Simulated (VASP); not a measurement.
TaN, 2 atoms in the cell. Symmetry: P-6m2, No. 187, hexagonal system. Conventional cell: a = 2.808 Å, b = 2.808 Å, c = 2.987 Å, α = 90.00°, β = 90.00°, γ = 120.00°. Within 3.0 Å of Ta (site symmetry -6m2) lie 6 N at 2.20 Å and 8 Ta at 2.81 to 2.99 Å. Within 3.0 Å of N (site symmetry -6m2) lie 6 Ta at 2.20 Å and 8 N at 2.81 to 2.99 Å. 

```yaml
Program: VASP 6.6.1
Task: single point
Functional: PBEsol
Potentials_or_basis: VASP PAW PBE potentials, release 64 (Ta_pv, N)
Cutoff: 520 eV
k_mesh: 21 × 21 × 18
Occupations: gaussian, width 0.15 eV
Spin: no spin polarisation
Dipole_correction: no
Further_INCAR_settings: ALGO = Normal; EDIFF = 1e-07; NBANDS = 15
```

Potentials or basis: VASP PAW PBE potentials, release 64 (Ta_pv, N).

Run with:

```console
$ cat potpaw_PBE.64/Ta_pv/POTCAR potpaw_PBE.64/N/POTCAR > POTCAR
$ mpirun -np 1 vasp_std > vasp.out
```

Hardware: 1 thread of Intel Xeon 8259CL, with other jobs on the host.

**Question.** Estimate the wall time of this run.

**Answer.** It took 120 s on 1 thread of Intel Xeon 8259CL, on a shared host, peak memory 0.27 GiB. Counts: scf iterations 13, k points 480.
